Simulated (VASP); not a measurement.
Crystal: Te.

```
CELL_PARAMETERS angstrom
4.44693 0.00000 0.00000
-2.22346 3.85115 0.00000
0.00000 0.00000 5.91492
ATOMIC_POSITIONS crystal
Te 0.26900 0.00000 0.16667
Te 0.00000 0.26900 0.83333
Te 0.73100 0.73100 0.50000
```

```yaml
Program: VASP 6.6.1
Task: relaxation of cell and atoms
Functional: PBE
Dispersion: D3(BJ)
Potentials_or_basis: VASP PAW PBE potentials, release 64 (Te)
Cutoff: 600 eV
k_mesh: 9 × 9 × 6
Occupations: gaussian, width 0.01 eV
Spin: no spin polarisation
```

At the start: pressure -0.5 GPa; volume 33.77 Å³/atom.

Q: How do energy, volume and symmetry change on relaxing?

A: Over 19 steps the energy falls by 11.5 meV/atom and the volume is 32.08 Å³/atom (-5.0 %); space group P3_221 (No. 154, to 0.1 Å) before and after.

Step by step:
```
step  energy change (eV)  largest force (eV/Å)  pressure (GPa)  volume (Å³)
   1              0.0000                0.1912           -0.50       101.30
   2             -0.0098                0.2072           -0.06        99.75
   3             -0.0175                0.2340            0.87        96.99
   4             -0.0223                0.1964            0.72        96.86
   5             -0.0317                0.0949            0.33        96.47
   6             -0.0311                0.0644           -0.28        95.66
   7             -0.0344                0.0109            0.01        96.08
   8             -0.0344                0.0146            0.03        96.10
   9             -0.0344                0.0132            0.01        96.14
  10             -0.0345                0.0091           -0.02        96.25
  11             -0.0345                0.0009           -0.10        96.46
  12             -0.0345                0.0055           -0.06        96.34
  13             -0.0345                0.0077           -0.01        96.27
  14             -0.0346                0.0086           -0.01        96.25
  15             -0.0346                0.0089            0.01        96.24
  16             -0.0346                0.0086            0.01        96.24
  17             -0.0346                0.0084            0.01        96.25
  18             -0.0346                0.0071            0.01        96.25
  19             -0.0346                0.0020           -0.01        96.25
```

Final structure:
```cif
data_structure
_symmetry_space_group_name_H-M 'P 1'
_symmetry_Int_Tables_number 1
_cell_length_a 4.3154
_cell_length_b 4.3154
_cell_length_c 5.9682
_cell_angle_alpha 90.000
_cell_angle_beta 90.000
_cell_angle_gamma 120.000
_cell_volume 96.25
loop_
_atom_site_label
_atom_site_type_symbol
_atom_site_fract_x
_atom_site_fract_y
_atom_site_fract_z
_atom_site_occupancy
Te1 Te 0.28519 0.00000 0.16667 1
Te2 Te 0.00000 0.28519 0.83333 1
Te3 Te 0.71481 0.71481 0.50000 1
```
